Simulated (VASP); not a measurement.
A run of VASP 6.6.1 is set up as follows.

The input INCAR:

```
ALGO     = Normal         # electronic algorithm
EDIFF    = 1E-6           # SCF threshold, eV
ENCUT    = 500            # plane-wave cutoff, eV
GGA      = PE             # functional
GGA_COMPAT= False        
ISIF     = 2              # what is computed and relaxed
ISMEAR   = 0              # smearing method
ISPIN    = 2              # spin polarisation
LASPH    = True           # aspherical terms in the spheres
LCHARG   = False          # write CHGCAR
LMAXMIX  = 4              # l up to which the mixer works
LORBIT   = 11             # projections on sites
LREAL    = False          # projectors in reciprocal space
LWAVE    = False          # write WAVECAR
MAGMOM   = 2              # initial moments
NBANDS   = 16             # bands
NELM     = 200            # most SCF steps
PREC     = Accurate       # precision mode
SIGMA    = 0.1            # smearing width, eV
```

KPOINTS

```
k-points
0
Gamma
  8 8 8
```

Contents of POSCAR:

```
V
1.0
   -1.5301929284      1.5301929284      1.5301929284
    1.5301929284     -1.5301929284      1.5301929284
    1.5301929284      1.5301929284     -1.5301929284
V
1
Direct
    0.0000000000      0.0000000000      0.0000000000
```

Potentials or basis: VASP PAW PBE potentials, release 64 (V_sv).

Launch:

```bash
$ cat potpaw_PBE.64/V_sv/POTCAR > POTCAR
$ mpirun -np 1 vasp_std > vasp.out
```

Problem. Predict the pressure.

Solution. -10.9 GPa.

Problem. What does it give for the net moment?

Solution. 0.00 μB per cell.

Caveat: the k points lie up to 0.36 Å⁻¹ apart.
